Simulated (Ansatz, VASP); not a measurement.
One calculation of SiC, two programs

The input POSCAR:

```
SiC
1.0
    0.0000000000      2.1713003854      2.1780523476
    2.1713003854      0.0000000000      2.1780523476
    2.1713003854      2.1713003854      0.0000000000
Si C
1 1
Direct
    0.0000000000      0.0000000000      0.0000000000
    0.2500000000      0.2500000000      0.2500000000
```

File INCAR.step1:

```
  ALGO = Normal
  EDIFF = 1E-5
  ENCUT = 520
  GGA = PE
  ISIF = 2
  ISMEAR = 0
  LASPH = T
  LREAL = F
  LWAVE = T
  NBANDS = 11
  NELM = 80
  PREC = Accurate
  SIGMA = 0.01
```

Contents of INCAR.step2:

```
  ALGO = Normal
  EDIFF = 1E-6
  ENCUT = 520
  GGA = PE
  HFSCREEN = 0.2079
  ISIF = 2
  ISMEAR = 0
  ISTART = 1
  LASPH = T
  LCHARG = T
  LELF = T
  LHFCALC = T
  LREAL = F
  LVHAR = T
  LWAVE = F
  NBANDS = 11
  NELM = 80
  PREC = Accurate
  PRECFOCK = Normal
  SIGMA = 0.01
```

File KPOINTS:

```
k-points
0
Gamma
  8 8 8
```

Input for Ansatz:

```yaml
crystal:
  lattice:
    - [0.0, 2.1713003854, 2.1780523476]
    - [2.1713003854, 0.0, 2.1780523476]
    - [2.1713003854, 2.1713003854, 0.0]
  atoms:
    - { symbol: Si, position: [0.0, 0.0, 0.0] }
    - { symbol: C, position: [0.25, 0.25, 0.25] }
kpoints:
  mp_grid: { grid: [8, 8, 8] }
  band_path:
    path:
      - [0.0, 0.0, 0.0]
      - [-0.5, -0.5, 0.0]
      - [-0.375, -0.375, 0.25]
      - [-0.375, 0.0, 0.375]
      - [0.0, 0.0, 0.5]
      - [-0.5, -0.25, 0.25]
    npoints: 1
hamiltonian:
  xc: hse06
scf:
  occupations: { method: fixed }
  n_extra_bands: 4
output:
  forces: true
  stress: true
  eigenvalues: true
```

Change from the starting cell: biaxial_xy strain -0.3%.

Alike in both runs: task single point; functional HSE06; k mesh 8 × 8 × 8; no spin polarisation.

```csv
,VASP,Ansatz
version,VASP 6.6.1,Ansatz 0.2.0
potentials or method,"VASP PAW PBE potentials, release 64 (Si, C)","plane waves, PAW"
plane-wave cutoff (eV),520,420
occupations,"gaussian, width 0.01 eV",fixed
valence electrons in the cell,8,8
```

```csv
,VASP,Ansatz,Ansatz less VASP
gap on the k mesh at the Fermi level (eV),2.21,2.21,-0.004
pressure (GPa),-0.1,0.3,+0.40
"traceless stress, the component that is largest in VASP (GPa)",-0.58,-0.58,+0.003
```

Ansatz's warnings: stress exchange threshold loose, stress scf threshold loose.
